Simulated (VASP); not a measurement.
Sb: single point with PBE

Sb:

```
CELL_PARAMETERS angstrom
-1.49997 1.49997 2.47171
1.49997 -1.49997 2.47171
1.49997 1.49997 -2.47171
ATOMIC_POSITIONS crystal
Sb 0.00000 0.00000 0.00000
```

This cell differs from its parent crystal: volume scaled by 0.99.

```json
{"Program": "VASP 6.6.1", "Task": "single point", "Functional": "PBE", "Potentials or basis": "VASP PAW PBE potentials, release 64 (Sb)", "Cutoff": "520 eV", "k mesh": "19 × 19 × 19", "Occupations": "fermi-dirac, width 0.05 eV", "Spin": "no spin polarisation", "Dipole correction": "no", "Further INCAR settings": "ALGO = Normal; EDIFF = 1e-07; NBANDS = 8"}
```

| Property | Result |
| --- | --- |
| Pressure | 20.6 GPa |

Stress tensor (GPa, compression positive):
```
21.49  0.00  0.00
 0.00 21.49  0.00
 0.00  0.00 18.93
```

Levels at points of the mesh, in eV from the Fermi level:
| k point | band 1 | band 2 | band 3 | band 4 | band 5 | band 6 |
| --- | --- | --- | --- | --- | --- | --- |
| (0.00, 0.00, 0.00) | -14.66 | 6.55 | 6.81 | 6.81 | 10.09 | 10.38 |

Wall time 29 s on 1 thread of Intel(R) Xeon(R) 6975P-C (Granite Rapids), on a shared host, peak memory 0.21 GiB.

Caveat: spin-orbit coupling is left out, which moves the levels of the heavy elements.
